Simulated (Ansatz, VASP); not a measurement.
**PbO in VASP and in Ansatz**

Contents of INCAR:

```
SYSTEM = PbO
ALGO = Normal
EDIFF = 1E-6
ENCUT = 520
GGA = PE
ISIF = 2
ISMEAR = 0
LASPH = .True.
LCHARG = .False.
LREAL = .False.
LWAVE = .False.
NBANDS = 28
NELM = 60
PREC = Accurate
SIGMA = 0.02
```

KPOINTS

```
k-points
0
Gamma
  8 8 6
  0 0 0
```

Contents of POSCAR:

```
PbO
1.0
    3.9230507520     -0.1192320000     -0.0240451200
   -0.1192320000      3.7799723520      0.1170063360
   -0.0303831000      0.1478476800      4.8745540800
Pb O
2 2
Direct
   -0.0522493961      0.4932518116      0.2434114297
    0.4570274758     -0.0123062601      0.8047128236
    0.0362771739      0.0374924517     -0.0269932298
    0.5589447464      0.4815619968     -0.0211310235
```

Input for Ansatz:

```yaml
crystal:
  lattice:
    - [3.923050752, -0.119232, -0.02404512]
    - [-0.119232, 3.779972352, 0.117006336]
    - [-0.0303831, 0.14784768, 4.87455408]
  atoms:
    - { symbol: Pb, position: [-0.0522493961, 0.4932518116, 0.2434114297] }
    - { symbol: Pb, position: [0.4570274758, -0.0123062601, 0.8047128236] }
    - { symbol: O, position: [0.0362771739, 0.0374924517, -0.0269932298] }
    - { symbol: O, position: [0.5589447464, 0.4815619968, -0.0211310235] }
basis:
  ecutwfc: 420
kpoints:
  mp_grid: { grid: [8, 8, 6] }
hamiltonian:
  xc: pbe
scf:
  occupations: { method: gaussian, width: 0.02 }
output:
  forces: true
  stress: true
  eigenvalues: true
```

Change from the starting cell: all atoms moved at random, cell strained at random.

Alike in both runs: task single point; functional PBE; k mesh 8 × 8 × 6; occupations gaussian, width 0.02 eV; no spin polarisation.

|  | VASP | Ansatz |
| --- | --- | --- |
| version | VASP 6.6.1 | Ansatz 0.2.0 |
| potentials or method | VASP PAW PBE potentials, release 64 (Pb_d, O), cutoff 520 eV | scalar-relativistic, plane waves, PAW |
| valence electrons in the cell | 40 | 40 |

```tsv
	VASP	Ansatz	Ansatz less VASP
gap on the k mesh at the Fermi level (eV)	1.32	1.31	-0.007
least direct gap on the mesh (eV)	2.33	2.33	+0.004
pressure (GPa)	31.6	31.6	-0.05
traceless stress, the component that is largest in VASP (GPa)	12.20	12.26	+0.067
rms of the force components (eV/Å)	3.445	3.434	-0.0103
```

Atom by atom the forces differ by 0.023 eV/Å (rms over components). Both programs put the cell under a high pressure, so it lies far from rest at this level. With one functional, cell and mesh, what is left measures potentials, basis and numerics.

Spin-orbit coupling is off throughout.
